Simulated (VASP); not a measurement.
# La (P6/mmm) in VASP: further runs

Runs on La. Level: PBE. Tasks: single point.

Program: VASP 6.6.1. These are calculated values, not measurements. Logs are shortened: lines on timing, memory, paths and dates and some standing lists are left out, and cuts for length are marked.

## Step 1: The cell of the first run

The structure is hexagonal, space group P6/mmm (No. 191). Conventional cell: a = 3.491 Å, b = 3.491 Å, c = 3.477 Å, α = 90.00°, β = 90.00°, γ = 120.00°. La (site symmetry 6/mmm) has 8 La at 3.48 to 3.49 Å within 4.6 Å.

## Step 2: Single point, PBE

Contents of INCAR:

```
PREC     = Accurate       # precision mode
ENCUT    = 520            # plane-wave cutoff, eV
EDIFF    = 1E-7           # SCF threshold, eV
ISMEAR   = -1             # smearing method
SIGMA    = 0.08           # smearing width, eV
LREAL    = False          # projectors in reciprocal space
LASPH    = True           # aspherical terms in the spheres
NELM     = 60             # most SCF steps
ALGO     = Normal         # electronic algorithm
ISIF     = 2              # what is computed and relaxed
LWAVE    = False          # write WAVECAR
LCHARG   = False          # write CHGCAR
GGA      = PE             # functional
NBANDS   = 12             # bands
```

Contents of KPOINTS:

```
Automatic mesh
0
Gamma
  12 12 11
```

Contents of POSCAR:

```
La
1.0
    3.4913801413      0.0000000000      0.0000000000
   -1.7456900706      3.0236238966      0.0000000000
    0.0000000000      0.0000000000      3.4769884977
La
1
Direct
    0.0000000000      0.0000000000      0.0000000000
```

Potentials or basis: VASP PAW PBE potentials, release 64 (La).

The run is started by

```console
cat potpaw_PBE.64/La/POTCAR > POTCAR
mpirun -np 1 vasp_std > vasp.out
```

OUTCAR:

```text
PREC = Accurate
   ENCUT = 520
   EDIFF = 1E-7
   ISMEAR = -1
   LREAL = False
   LASPH = True
   NELM = 60
   ISIF = 2
   GGA = PE

 ion  position               nearest neighbor table
   1  0.000  0.000  0.000-

  LATTYP: Found a hexagonal cell.
 ALAT       =     3.4913801413
 C/A-ratio  =     0.9958779500

  Lattice vectors:

 A1 = (   3.4913801413,   0.0000000000,   0.0000000000)
 A2 = (  -1.7456900706,   3.0236238966,   0.0000000000)
 A3 = (   0.0000000000,   0.0000000000,   3.4769884977)

Analysis of symmetry for initial positions (statically):
=====================================================================
 Subroutine PRICEL returns:
 Original cell was already a primitive cell.

 Routine SETGRP: Setting up the symmetry group for a
 hexagonal supercell.

 Subroutine GETGRP returns: Found 24 space group operations
 (whereof 24 operations were pure point group operations)
 out of a pool of 24 trial point group operations.

The static configuration has the point symmetry D_6h.

Analysis of symmetry for dynamics (positions and initial velocities):
=====================================================================
 Subroutine PRICEL returns:
 Original cell was already a primitive cell.

 Routine SETGRP: Setting up the symmetry group for a
 hexagonal supercell.

 Subroutine GETGRP returns: Found 24 space group operations
 (whereof 24 operations were pure point group operations)
 out of a pool of 24 trial point group operations.

The dynamic configuration has the point symmetry D_6h.

 Subroutine INISYM returns: Found 24 space group operations
 (whereof 24 operations are pure point group operations),
 and found     1 'primitive' translations

----------------------------------------------------------------------------------------

                                     Primitive cell

  volume of cell :      36.7052

  direct lattice vectors                    reciprocal lattice vectors
     3.491380141  0.000000000  0.000000000     0.286419685  0.165364482  0.000000000
    -1.745690071  3.023623897  0.000000000     0.000000000  0.330728964  0.000000000
     0.000000000  0.000000000  3.476988498     0.000000000  0.000000000  0.287605208

  length of vectors
     3.491380141  3.491380141  3.476988498     0.330728964  0.330728964  0.287605208

  position of ions in fractional coordinates (direct lattice)
     0.000000000  0.000000000  0.000000000

  ion indices of the primitive-cell ions
   primitive index   ion index
                 1           1

----------------------------------------------------------------------------------------

 KPOINTS: Automatic mesh

Automatic generation of k-mesh.
 Grid dimensions read from file:
 generate k-points for:   12   12   11

 Generating k-lattice:

  Cartesian coordinates                     Fractional coordinates (reciprocal lattice)
     0.023868307  0.013780374  0.000000000     0.083333333 -0.000000000  0.000000000
     0.000000000  0.027560747  0.000000000     0.000000000  0.083333333  0.000000000
     0.000000000  0.000000000  0.026145928     0.000000000  0.000000000  0.090909091

  Length of vectors
     0.027560747  0.027560747  0.026145928

  Shift w.r.t. Gamma in fractional coordinates (k-lattice)
     0.000000000  0.000000000  0.000000000

 Subroutine IBZKPT returns following result:
 ===========================================

 Found    114 irreducible k-points:

 Following reciprocal coordinates:
            Coordinates               Weight
  0.000000  0.000000  0.000000      1.000000
  0.083333 -0.000000  0.000000      6.000000
  0.166667 -0.000000  0.000000      6.000000
  0.250000 -0.000000  0.000000      6.000000
  0.333333 -0.000000  0.000000      6.000000
  0.416667 -0.000000  0.000000      6.000000
[... 16 lines left out ...]
  0.250000 -0.000000  0.090909     12.000000
  0.333333 -0.000000  0.090909     12.000000
 [... further k-points ...]
   k-points           NKPTS =    114   k-points in BZ     NKDIM =    114   number of bands    NBANDS=     12
   number of dos      NEDOS =    301   number of ions     NIONS =      1
   total plane-waves  NPLWV =  21952
   dimension x,y,z NGX =    28 NGY =   28 NGZ =   28
   dimension x,y,z NGXF=    56 NGYF=   56 NGZF=   56
   ions per type =               1
   NGX,Y,Z   is equivalent  to a cutoff of  13.33, 13.33, 13.39 a.u.
   NGXF,Y,Z  is equivalent  to a cutoff of  26.67, 26.67, 26.78 a.u.
 SYSTEM =  unknown system
   PREC   = accura    normal or accurate (medium, high low for compatibility)
   ISTART =      0    job   : 0-new  1-cont  2-samecut
   ICHARG =      2    charge: 1-file 2-atom 10-const
   ISPIN  =      1    spin polarized calculation?
   LNONCOLLINEAR =      F non collinear calculations
   LSORBIT =      F    spin-orbit coupling
   LASPH  =      T    aspherical Exc in radial PAW
   ENCUT  =  520.0 eV  38.22 Ry    6.18 a.u.   6.49  6.49  6.46*2*pi/ulx,y,z
   NELM   =     60;   NELMIN=  2; NELMDL= -5     # of ELM steps
   EDIFF  = 0.1E-06   stopping-criterion for ELM
   LREAL  =      F    real-space projection
   EDIFFG = 0.1E-05   stopping-criterion for IOM
   NSW    =      0    number of steps for IOM
   IBRION =     -1    ionic relax: 0-MD 1-quasi-New 2-CG
   NFREE  =      0    steps in history (QN), initial steepest desc. (CG)
   ISIF   =      2    stress and relaxation
   ISYM   =      2    0-nonsym 1-usesym 2-fastsym
   POTIM  = 0.5000    time-step for ionic-motion
   TEBEG  =    0.0;   TEEND  =   0.0 temperature during run
   PSTRESS=    0.0 pullay stress
   NELECT =      11.0000    total number of electrons
   NUPDOWN=      -1.0000    fix difference up-down
   EMIN   =  10.00;   EMAX   =-10.00  energy-range for DOS
   EFERMI =   0.00;   METHOD = LEGACY
   ISMEAR =    -1;   SIGMA  =   0.08  broadening in eV -4-tet -1-fermi 0-gaus
   EFERMI_NEDOS =   21; number of points for ismear=-14 and -15
   IALGO  =     38    algorithm
   IMIX   =      4    mixing-type and parameters
     AMIX     =   0.40;   BMIX     =  1.00
     AMIX_MAG =   1.60;   BMIX_MAG =  1.00
  volume/ion in A,a.u.               =      36.71       247.70
  Fermi-wavevector in a.u.,A,eV,Ry     =   1.095544  2.070277 16.329928  1.200216
  Thomas-Fermi vector in A             =   2.231869
   LORBIT       =      0    0 simple, 1 ext, 2 COOP (PROOUT), +10 PAW based schemes
   GGA     = PE    functional components
[... 5 lines left out ...]
 non-spin polarized calculation
  energy-cutoff  :      520.00
  volume of cell :       36.71
 maximum number of plane-waves:      1007
 NGX is ok and might be reduce to    28

 number of electron      10.9999998 magnetization

 Free energy of the ion-electron system (eV)
  ---------------------------------------------------
  ext. energy  EPLUGINS =         0.00000000
  ---------------------------------------------------
  free energy    TOTEN  =        -4.62297737 eV

  energy without entropy =       -4.57487555  energy(sigma->0) =       -4.59892646

 E-fermi :   7.8113     XC(G=0):  -9.5717

 val. band max:        7.7952508715   @ k =   0.2500   0.1667   0.2727
 cond. band min:       7.8392913096   @ k =   0.3333   0.1667   0.1818
 fundamental gap:      0.0440404381
 Fermi energy:         7.8113185704

 k-point     1 :       0.0000    0.0000    0.0000
  band No.  band energies     occupation
      1     -25.0899      2.00000
      2      -8.1401      2.00000
      3      -7.8034      2.00000
      4      -7.8034      2.00000
      5       4.9318      2.00000
      6       6.8567      1.99999
      7       9.1558      0.00000
      8       9.5611      0.00000
      9       9.5611      0.00000
     10       9.8938      0.00000
     11       9.9716      0.00000
     12       9.9761      0.00000

 k-point     2 :       0.0833   -0.0000    0.0000
  band No.  band energies     occupation
      1     -25.0716      2.00000
      2      -8.1237      2.00000
      3      -7.9488      2.00000
      4      -7.8343      2.00000
      5       5.1421      2.00000
      6       6.9791      1.99994
      7       8.7548      0.00002
      8       9.6065      0.00000
      9       9.8338      0.00000
     10       9.8964      0.00000
     11       9.9659      0.00000
     12       9.9712      0.00000

 k-point     3 :       0.1667   -0.0000    0.0000
  band No.  band energies     occupation
      1     -25.0211      2.00000
      2      -8.3272      2.00000
      3      -8.0785      2.00000
      4      -7.9173      2.00000
      5       5.6535      2.00000
      6       7.2720      1.99764
      7       8.3209      0.00342
      8       9.6750      0.00000
      9       9.8866      0.00000
     10       9.9030      0.00000
     11       9.9625      0.00000
     12       9.9920      0.00000
[... 286 lines left out ...]
 k-point    23 :       0.2500   -0.0000    0.0909
  band No.  band energies     occupation
      1     -24.9394      2.00000
      2      -8.7933      2.00000
      3      -8.1340      2.00000
      4      -8.0175      2.00000
      5       6.3269      2.00000
      6       7.4093      1.98695
      7       8.6658      0.00005
      8       9.6246      0.00000
      9       9.7165      0.00000
     10       9.9027      0.00000
     11       9.9554      0.00000
     12      10.0468      0.00000

 k-point    24 :       0.3333   -0.0000    0.0909
  band No.  band energies     occupation
      1     -24.8676      2.00000
      2      -9.2368      2.00000
      3      -8.1242      2.00000
      4      -8.0669      2.00000
      5       6.3911      2.00000
      6       7.5421      1.93319
      7       9.1995      0.00000
      8       9.5420      0.00000
      9       9.7207      0.00000
     10       9.8591      0.00000
     11       9.9516      0.00000
     12      10.1114      0.00000

 [... further k-points ...]
[... 5 lines left out ...]
  --------------------------------------------------------------------------------------
  -------------------------------------------------------------------------------------
  Total        0.0495478      0.0495478      0.0419722      0.0000000     -0.0000000      0.0000000
  in kB        2.1627531      2.1627531      1.8320790      0.0000000     -0.0000000      0.0000000
  external PRESSURE =       2.0525284 kB  Pullay stress =       0.0000000 kB

 VOLUME and BASIS-vectors are now :
 -----------------------------------------------------------------------------
  energy-cutoff  :      520.00
  volume of cell :       36.71
      direct lattice vectors                 reciprocal lattice vectors
     3.491380141  0.000000000  0.000000000     0.286419685  0.165364482  0.000000000
    -1.745690071  3.023623897  0.000000000     0.000000000  0.330728964  0.000000000
     0.000000000  0.000000000  3.476988498     0.000000000  0.000000000  0.287605208

 POSITION                                       TOTAL-FORCE (eV/Angst)
 -----------------------------------------------------------------------------------
      0.00000      0.00000      0.00000         0.000000      0.000000      0.000000
 -----------------------------------------------------------------------------------
    total drift:                                0.000000      0.000000      0.000000

  FREE ENERGIE OF THE ION-ELECTRON SYSTEM (eV)
  ---------------------------------------------------
  free  energy   TOTEN  =        -4.6229773714 eV

  energy  without entropy=       -4.5748755457  energy(sigma->0) =       -4.59892646
```

It took 36 s on 1 thread of AMD EPYC 9R45 (Zen 5), shared host; peak memory 0.18 GiB.

Results:

* Free energy: -4.6230 eV
* Pressure: 0.2 GPa

Caveat: spin-orbit coupling is left out, which moves the levels of the heavy elements.

## Step 3: Single point, PBE

Contents of INCAR:

```
PREC = Accurate
ENCUT = 520
EDIFF = 1E-6
ISMEAR = -1
SIGMA = 0.08
LREAL = F
LASPH = T
NELM = 100
ALGO = Normal
ISIF = 2
LWAVE = F
LCHARG = F
GGA = PE
NBANDS = 12
```

KPOINTS is that of step 2.

Contents of POSCAR:

```
La
1.0
    3.4926680445      0.0000000000      0.0000000000
   -1.7463340222      3.0247392535      0.0000000000
    0.0000000000      0.0000000000      3.4783086835
La
1
Direct
    0.0000000000      0.0000000000      0.0000000000
```

Potentials or basis: VASP PAW PBE potentials, release 64 (La).

The run is started by

```console
cat potpaw_PBE.64/La/POTCAR > POTCAR
mpirun -np 1 vasp_std > vasp.out
```

Run time: 35 s. Hardware: 1 thread of AMD EPYC 9R45 (Zen 5), shared host; peak memory 0.18 GiB.

The run converged. Its results:

```yaml
Free_energy: -4.6230 eV
Pressure: 0.2 GPa
```

Levels at points of the mesh, in eV from the Fermi level:
| k point | band 3 | band 4 | band 5 | band 6 | band 7 | band 8 | band 9 | band 10 |
| --- | --- | --- | --- | --- | --- | --- | --- | --- |
| (0.00, 0.00, 0.00) | -15.62 | -15.62 | -2.88 | -0.95 | 1.34 | 1.75 | 1.75 | 2.08 |
| (0.50, 0.00, 0.00) | -16.05 | -15.70 | -1.73 | 0.19 | 1.39 | 1.89 | 2.03 | 2.13 |

Caveat: spin-orbit coupling is left out, which moves the levels of the heavy elements.

## Step 4: Single point, PBE

This run uses another cell than the first one: it holds 3 atoms, not 1.

Contents of INCAR:

```
  PREC = Accurate
  ENCUT = 520
  EDIFF = 1E-6
  ISMEAR = -1
  SIGMA = 0.08
  LREAL = F
  LASPH = T
  NELM = 80
  ALGO = Normal
  ISIF = 2
  LWAVE = F
  LCHARG = F
  GGA = PE
  NBANDS = 24
```

Contents of KPOINTS:

```
regular mesh
0
Gamma
  6 6 9
```

Contents of POSCAR:

```
La
1.0
    5.9421394378      0.0000000000      0.0000000000
   -2.9710697189      5.1460437059      0.0000000000
    0.0000000000      0.0000000000      3.6254379493
La
3
Direct
    0.0000000000      0.0000000000      0.0000000000
    0.3333333333      0.6666666667      0.5000000000
    0.6666666667      0.3333333333      0.5000000000
```

The run is started by

```console
cat potpaw_PBE.64/La/POTCAR > POTCAR
mpirun -np 1 vasp_std > vasp.out
```

It took 81 s on 1 thread of AMD EPYC 9R45 (Zen 5), shared host; peak memory 0.26 GiB.

Results (log left out):

```
Free energy : -14.6083 eV
Pressure    : 0.2 GPa
```

Levels at points of the mesh, in eV from the Fermi level:
| k point | band 13 | band 14 | band 15 | band 16 | band 17 | band 18 | band 19 | band 20 | band 21 | band 22 |
| --- | --- | --- | --- | --- | --- | --- | --- | --- | --- | --- |
| (0.00, 0.00, 0.00) | -3.11 | -1.41 | 0.38 | 0.59 | 0.59 | 0.60 | 0.60 | 1.04 | 1.51 | 1.65 |
| (0.50, 0.00, 0.00) | -1.79 | -1.35 | -1.25 | -0.09 | -0.05 | 0.15 | 0.41 | 1.28 | 1.44 | 1.69 |

Caveat: spin-orbit coupling is left out, which moves the levels of the heavy elements.

## Step 5: Single point, PBE

This run uses another cell than the first one: it holds 3 atoms, not 1.

Contents of INCAR:

```
PREC = Accurate
ENCUT = 520
EDIFF = 1E-7
ISMEAR = -1
SIGMA = 0.08
LREAL = False
LASPH = True
NELM = 100
ALGO = Normal
ISIF = 2
LWAVE = False
LCHARG = True
GGA = PE
LELF = True
LVHAR = True
NBANDS = 24
```

KPOINTS is that of step 4.

Contents of POSCAR:

```
La
1.0
    5.9457837370      0.0000000000      0.0000000000
   -2.9728918685      5.1491997616      0.0000000000
    0.0000000000      0.0000000000      3.6256354569
La
3
Direct
    0.0000000000      0.0000000000      0.0000000000
    0.3333333333      0.6666666667      0.5000000000
    0.6666666667      0.3333333333      0.5000000000
```

The run is started by

```console
cat potpaw_PBE.64/La/POTCAR > POTCAR
mpirun -np 1 vasp_std > vasp.out
```

Wall time 1.7 min (1 thread of AMD EPYC 9R45 (Zen 5), shared host); peak memory 0.26 GiB.

It converged, with:

```yaml
Free_energy: -14.6086 eV
Pressure: 0.2 GPa
```

Levels at points of the mesh, in eV from the Fermi level:
```tsv
k point	band 15	band 16	band 17	band 18	band 19	band 20
(0.00, 0.00, 0.00)	0.38	0.59	0.59	0.60	0.60	1.03
(0.50, 0.00, 0.00)	-1.25	-0.09	-0.05	0.15	0.41	1.27
```

Caveat: spin-orbit coupling is left out, which moves the levels of the heavy elements.

## Step 6: Summary

| cell | k mesh | gap on the mesh (eV) | pressure (GPa) |
| --- | --- | --- | --- |
| a = 3.491, b = 3.491, c = 3.477 Å, angles 90.0, 90.0, 120.0°, 1 atom | 12 × 12 × 11 | none | 0.2 |
| a = 3.493, b = 3.493, c = 3.478 Å, angles 90.0, 90.0, 120.0°, 1 atom | 12 × 12 × 11 | none | 0.2 |
| a = 5.942, b = 5.942, c = 3.625 Å, angles 90.0, 90.0, 120.0°, 3 atoms | 6 × 6 × 9 | none | 0.2 |
| a = 5.946, b = 5.946, c = 3.626 Å, angles 90.0, 90.0, 120.0°, 3 atoms | 6 × 6 × 9 | none | 0.2 |

Alike in all rows: task single point; level PBE; potentials or basis VASP PAW PBE potentials, release 64 (La); no spin polarisation; cutoff (eV) 520; smearing fermi-dirac 0.08 eV.

Caveats: spin-orbit coupling is left out, which moves the levels of the heavy elements.

Absolute energies hang on the potentials; compare differences alone.
